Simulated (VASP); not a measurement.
# Ta: relaxation of cell and atoms with PBEsol+D3(BJ)

The system is Ta.

```
Ta
1.0
     2.90037    0.00000    0.00000
    -1.45019    2.51180    0.00000
     0.00000    0.00000    5.16627
Ta
2
Direct
  0.66667 0.33333 0.75000
  0.33333 0.66667 0.25000
```

This isn't the form of Ta at room conditions, which is bcc.

```json
{
  "Program": "VASP 6.6.1",
  "Task": "relaxation of cell and atoms",
  "Functional": "PBEsol",
  "Dispersion": "D3(BJ)",
  "Potentials or basis": "VASP PAW PBE potentials, release 64 (Ta_pv)",
  "Cutoff": "500 eV",
  "k mesh": "13 × 13 × 7",
  "Occupations": "fermi-dirac, width 0.1 eV",
  "Spin": "no spin polarisation",
  "Dipole correction": "no",
  "Further INCAR settings": "ALGO = Normal; EDIFF = 1e-07; IBRION = 2; EDIFFG = -0.02; NSW = 80; ISIF = 3"
}
```

- Relaxed volume: 17.57 Å³/atom
- Relaxed cell: a = 2.840 Å, b = 2.840 Å, c = 5.032 Å, α = 90.00°, β = 90.00°, γ = 120.00°
- Space group after relaxing (to 0.1 Å): P6_3/mmc (No. 194)
- Energy gained by relaxing: 52.8 meV/atom
- Ionic steps: 9
- Pressure after relaxing: 0.0 GPa
- Band gap on the k mesh: zero (bands 11 and 12 overlap by 1.84 eV)
- Dispersion energy per atom: -0.746 eV

The path:
```csv
step,energy change (eV),largest force (eV/Å),pressure (GPa),volume (Å³)
1,0.0000,0.0000,-12.79,37.64
2,0.5230,0.0000,44.67,30.03
3,-0.1049,0.0000,-0.82,35.28
4,-0.1053,0.0000,-0.12,35.16
5,-0.1053,0.0000,0.18,35.11
6,-0.1056,0.0000,0.19,35.10
7,-0.1056,0.0000,0.19,35.11
8,-0.1056,0.0000,-0.36,35.19
9,-0.1057,0.0000,0.01,35.14
```

Final structure:
```cif
data_structure
_symmetry_space_group_name_H-M 'P 1'
_symmetry_Int_Tables_number 1
_cell_length_a 2.8396
_cell_length_b 2.8396
_cell_length_c 5.0316
_cell_angle_alpha 90.000
_cell_angle_beta 90.000
_cell_angle_gamma 120.000
_cell_volume 35.14
loop_
_atom_site_label
_atom_site_type_symbol
_atom_site_fract_x
_atom_site_fract_y
_atom_site_fract_z
_atom_site_occupancy
Ta1 Ta 0.66667 0.33333 0.75000 1
Ta2 Ta 0.33333 0.66667 0.25000 1
```

Levels at points of the mesh, in eV from the Fermi level:
```tsv
k point	band 7	band 8	band 9	band 10	band 11	band 12	band 13	band 14	band 15
(0.00, 0.00, 0.00)	-8.45	-5.13	-0.60	0.16	0.58	0.58	1.21	1.21	3.13
```

It took 110 s on 1 thread of Intel(R) Xeon(R) Platinum 8488C (Sapphire Rapids), with other jobs on the host, peak memory 0.2 GiB.

Caveat: the PAW data sets were made with another functional, which shifts forces and pressure a little; spin-orbit coupling is left out, which moves the levels of the heavy elements.
